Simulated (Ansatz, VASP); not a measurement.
**Two plane-wave programs on ZnCu**

Contents of INCAR:

```
SYSTEM = ZnCu
ALGO = Fast
EDIFF = 1E-7
ENCUT = 520
GGA = PS
ISIF = 2
ISMEAR = 0
LASPH = .True.
LCHARG = .True.
LELF = .True.
LREAL = .False.
LVHAR = .True.
LWAVE = .False.
NBANDS = 18
NELM = 80
PREC = Accurate
SIGMA = 0.1
```

KPOINTS

```
k-points
0
Gamma
  14 14 14
  0 0 0
```

POSCAR

```
ZnCu
1.0
    2.8785051670      0.0000000000      0.0000000000
    0.0000000000      2.8785051670      0.0000000000
    0.0000000000      0.0000000000      2.8785051670
Zn Cu
1 1
Direct
    0.5000000000      0.5000000000      0.5000000000
    0.0000000000      0.0000000000      0.0000000000
```

Input for Ansatz:

```yaml
crystal:
  lattice:
    - [2.878505167, 0.0, 0.0]
    - [0.0, 2.878505167, 0.0]
    - [0.0, 0.0, 2.878505167]
  atoms:
    - { symbol: Zn, position: [0.5, 0.5, 0.5] }
    - { symbol: Cu, position: [0.0, 0.0, 0.0] }
basis:
  ecutwfc: 420
kpoints:
  mp_grid: { grid: [14, 14, 14] }
hamiltonian:
  xc: pbesol
scf:
  occupations: { method: gaussian, width: 0.1 }
output:
  forces: true
  stress: true
  eigenvalues: true
```

Alike in both runs: task single point; functional PBEsol; k mesh 14 × 14 × 14; occupations gaussian, width 0.1 eV; no spin polarisation.

|  | VASP | Ansatz |
| --- | --- | --- |
| version | VASP 6.6.1 | Ansatz 0.2.0 |
| potentials or method | VASP PAW PBE potentials, release 64 (Zn, Cu), cutoff 520 eV | scalar-relativistic, plane waves, PAW |
| valence electrons in the cell | 23 | 31 |

```csv
,VASP,Ansatz,Ansatz less VASP
gap on the k mesh at the Fermi level (eV),none,none,-
pressure (GPa),5.4,4.5,-0.90
```

VASP's potentials were made for PBE, not for PBEsol. A gap of «none» marks a metal or a gap that the smearing closes. With one functional, cell and mesh, what is left measures potentials, basis and numerics. VASP's potentials hold 23 valence electrons a cell and Ansatz's 31, so a difference there can come from the potentials and not from the codes.
